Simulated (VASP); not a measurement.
Set up this calculation in VASP 6.6.1, as the native input.

```yaml
Task: single point
Functional: LDA
Potentials_or_basis: VASP PAW LDA potentials, release 64 (Sb)
Cutoff: 520 eV
k_mesh: 12 × 12 × 7
Occupations: fermi-dirac, width 0.03 eV
Spin: no spin polarisation
Dipole_correction: no
Further_INCAR_settings: ALGO = Normal; EDIFF = 1e-07; NBANDS = 12
```

The structure of Sb lies in POSCAR:

```
Sb
1.0
    3.3913120892      0.0000000000      0.0000000000
   -1.6956560446      2.9369624214      0.0000000000
    0.0000000000      0.0000000000      5.3652990420
Sb
2
Direct
    0.3333333333      0.6666666667      0.2500000000
    0.6666666667      0.3333333333      0.7500000000
```

This cell differs from its parent crystal: volume scaled by 1.02.

One way to write it, as run:

INCAR

```
ALGO = Normal
EDIFF = 1E-7
ENCUT = 520
GGA = CA
ISIF = 2
ISMEAR = -1
LASPH = True
LCHARG = False
LREAL = False
LWAVE = False
NBANDS = 12
NELM = 100
PREC = Accurate
SIGMA = 0.03
```

KPOINTS

```
k-points
0
Gamma
  12 12 7
```

Potentials or basis: VASP PAW LDA potentials, release 64 (Sb).

Run with:

```bash
$ cat potpaw_LDA.64/Sb/POTCAR > POTCAR
$ mpirun -np 1 vasp_std > vasp.out
```

It gave:

```
Pressure               : -2.5 GPa
Band gap on the k mesh : zero (band 5 reaches 12.36 eV, above the bottom of band 6 at 5.67 eV)
```

Caveat: spin-orbit coupling is left out, which moves the levels of the heavy elements.

Run time: 52 s on 1 thread of AMD EPYC 7R43 64-Core Processor (Zen 3), with other jobs on the host, peak memory 0.13 GiB.
